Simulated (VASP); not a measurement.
# SnTe (Fm-3m) in VASP: notebook, part 2 of 2

VASP 6.6.1.

### Step 4. Relaxation of cell and atoms, LDA

This run uses another cell than the first one, of 32.93 Å³/atom.

INCAR

```
PREC = Accurate ; ENCUT = 600
EDIFF = 1E-6 ; ISMEAR = -1
SIGMA = 0.02 ; LREAL = F
LASPH = T ; NELM = 80
ALGO = Normal ; ISIF = 3
LWAVE = F ; LCHARG = F
IBRION = 2 ; NSW = 80
EDIFFG = -0.005
```

KPOINTS

```
regular mesh
0
Gamma
  6 6 6
```

POSCAR

```
SnTe
1.0
    0.0000000000      3.2053449693      3.2053449693
    3.2053449693      0.0000000000      3.2053449693
    3.2053449693      3.2053449693      0.0000000000
Sn Te
1 1
Direct
    0.0000000000      0.0000000000      0.0000000000
    0.5000000000      0.5000000000      0.5000000000
```

Potentials or basis: VASP PAW LDA potentials, release 64 (Sn_d, Te).

Started as:

```bash
> cat potpaw_LDA.64/Sn_d/POTCAR potpaw_LDA.64/Te/POTCAR > POTCAR
> mpirun -np 1 vasp_std > vasp.out
```

OUTCAR:

```text
PREC = Accurate
   ENCUT = 600
   EDIFF = 1E-6
   ISMEAR = -1
   LREAL = F
   LASPH = T
   NELM = 80
   ISIF = 3
   IBRION = 2
   NSW = 80
   EDIFFG = -0.005

 ion  position               nearest neighbor table
   1  0.000  0.000  0.000-   2 3.21   2 3.21   2 3.21   2 3.21   2 3.21   2 3.21
   2  0.500  0.500  0.500-   1 3.21   1 3.21   1 3.21   1 3.21   1 3.21   1 3.21

  LATTYP: Found a face centered cubic cell.
 ALAT       =     6.4106899386

  Lattice vectors:

 A1 = (   0.0000000000,   3.2053449693,   3.2053449693)
 A2 = (   3.2053449693,   0.0000000000,   3.2053449693)
 A3 = (   3.2053449693,   3.2053449693,   0.0000000000)

Analysis of symmetry for initial positions (statically):
=====================================================================
 Subroutine PRICEL returns:
 Original cell was already a primitive cell.

 Routine SETGRP: Setting up the symmetry group for a
[... 168 lines left out ...]
  in kB      -34.3202095    -34.3202095    -34.3202095      0.0000000      0.0000000     -0.0000000
  external PRESSURE =     -34.3202095 kB  Pullay stress =       0.0000000 kB
[... 59 lines left out ...]
--------------------------------------- Ionic step        3  -------------------------------------------

 number of electron      19.9999997 magnetization

 Free energy of the ion-electron system (eV)
  ---------------------------------------------------
  ext. energy  EPLUGINS =         0.00000000
  ---------------------------------------------------
  free energy    TOTEN  =        -8.83446587 eV

  energy without entropy =       -8.83441406  energy(sigma->0) =       -8.83443996

 E-fermi :   7.1577     XC(G=0):  -9.8763

 val. band max:        7.0543075919   @ k =   0.5000   0.0000   0.0000
 cond. band min:       7.2610634610   @ k =   0.5000   0.0000   0.0000
 fundamental gap:      0.2067558691
 Fermi energy:         7.1576742471

 k-point     1 :       0.0000    0.0000    0.0000
  band No.  band energies     occupation
      1     -14.7006      2.00000
      2     -14.7006      2.00000
      3     -14.6891      2.00000
      4     -14.6891      2.00000
      5     -14.6891      2.00000
      6      -5.9237      2.00000
      7       2.4506      2.00000
      8       4.9186      2.00000
      9       4.9186      2.00000
     10       4.9186      2.00000
     11      10.4728      0.00000
     12      10.4728      0.00000
     13      10.4728      0.00000
     14      11.8491      0.00000
[... 282 lines left out ...]
  FREE ENERGIE OF THE ION-ELECTRON SYSTEM (eV)
  ---------------------------------------------------
  free  energy   TOTEN  =        -8.8344658653 eV

  energy  without entropy=       -8.8344140619  energy(sigma->0) =       -8.83443996

 reached required accuracy - stopping structural energy minimisation
```

OSZICAR:

```text
N       E                     dE             d eps       ncg     rms          rms(c)
DAV:   1     0.130603780071E+03    0.13060E+03   -0.10409E+04   454   0.177E+03
DAV:   2     0.295343948660E+01   -0.12765E+03   -0.12518E+03   478   0.398E+02
DAV:   3    -0.852458570150E+01   -0.11478E+02   -0.11321E+02   604   0.104E+02
[... 24 lines left out ...]
DAV:   3    -0.883521150087E+01    0.15459E-01   -0.45418E-02   558   0.339E+00    0.132E-01
DAV:   4    -0.883472153406E+01    0.48997E-03   -0.13048E-03   500   0.358E-01    0.149E-01
DAV:   5    -0.883447518850E+01    0.24635E-03   -0.18201E-04   666   0.116E-01    0.318E-02
DAV:   6    -0.883446661419E+01    0.85743E-05   -0.35594E-05   538   0.107E-01    0.674E-03
DAV:   7    -0.883446586528E+01    0.74892E-06   -0.88792E-07   224   0.100E-02
   3 F= -.88344659E+01 E0= -.88344400E+01  d E =-.605308E-01
```

CONTCAR:

```text
SnTe
   1.00000000000000
     0.0000000000000000    3.1189275485082724    3.1189275485082724
     3.1189275485082724    0.0000000000000000    3.1189275485082724
     3.1189275485082724    3.1189275485082724   -0.0000000000000000
  Sn              Te
     1     1
Direct
     0.0000000000000000    0.0000000000000000    0.0000000000000000
     0.5000000000000000    0.5000000000000000    0.5000000000000000

  0.00000000E+00  0.00000000E+00  0.00000000E+00
  0.00000000E+00  0.00000000E+00  0.00000000E+00
```

Wall time 35 s (1 thread of Intel Xeon Platinum 8375C at 2.90GHz (Ice Lake), shared host); peak memory 0.19 GiB.

What came out:

* Free energy: -8.8345 eV
* Relaxed volume: 30.34 Å³/atom
* Relaxed cell: a = 4.411 Å, b = 4.411 Å, c = 4.411 Å, α = 60.00°, β = 60.00°, γ = 60.00°
* Space group after relaxing (to 0.1 Å): Fm-3m (No. 225)
* Energy gained by relaxing: 30.3 meV/atom
* Ionic steps: 3
* Pressure after relaxing: 0.0 GPa
* Band gap on the k mesh: 0.21 eV

The path:
```csv
step,energy change (eV),largest force (eV/Å),pressure (GPa),volume (Å³)
1,0.0000,0.0000,-3.43,65.86
2,-0.0556,0.0000,1.22,59.37
3,-0.0605,0.0000,0.01,60.68
```

Final structure:
```
Sn Te
1.0
     0.00000    3.11893    3.11893
     3.11893    0.00000    3.11893
     3.11893    3.11893    0.00000
Sn Te
1 1
Direct
  0.00000 0.00000 0.00000
  0.50000 0.50000 0.50000
```

Caveat: semilocal functionals underestimate gaps, and a narrow one can read as zero; spin-orbit coupling is left out, which moves the levels of the heavy elements.

### Step 5. Overview

```csv
task,level,potentials or basis,cell,k mesh,cutoff (eV),gap on the mesh (eV),pressure (GPa),relaxed volume (Å³/atom)
single point,r2SCAN,"VASP PAW PBE potentials, release 64 (Sn_d, Te)","a = 4.510 Å, angles 60.0°, 2 atoms",8 × 8 × 8,520,0.14,-0.1,-
relaxation of cell and atoms,PBEsol,"VASP PAW PBE potentials, release 64 (Sn_d, Te)","relaxed from a = 4.533 Å, angles 60.0°, 2 atoms",6 × 6 × 6,600,0.16,0.0,31.06
relaxation of cell and atoms,LDA,"VASP PAW LDA potentials, release 64 (Sn_d, Te)","relaxed from a = 4.533 Å, angles 60.0°, 2 atoms",6 × 6 × 6,600,0.21,0.0,30.34
```

Alike in all rows: no spin polarisation; smearing fermi-dirac 0.02 eV.

Caveats: semilocal functionals underestimate gaps, and a narrow one can read as zero; spin-orbit coupling is left out, which moves the levels of the heavy elements; the PAW data sets were made with another functional, which shifts forces and pressure a little (at least some runs).

Total energies depend on the potentials used, so only differences within one code and one set of settings carry meaning.
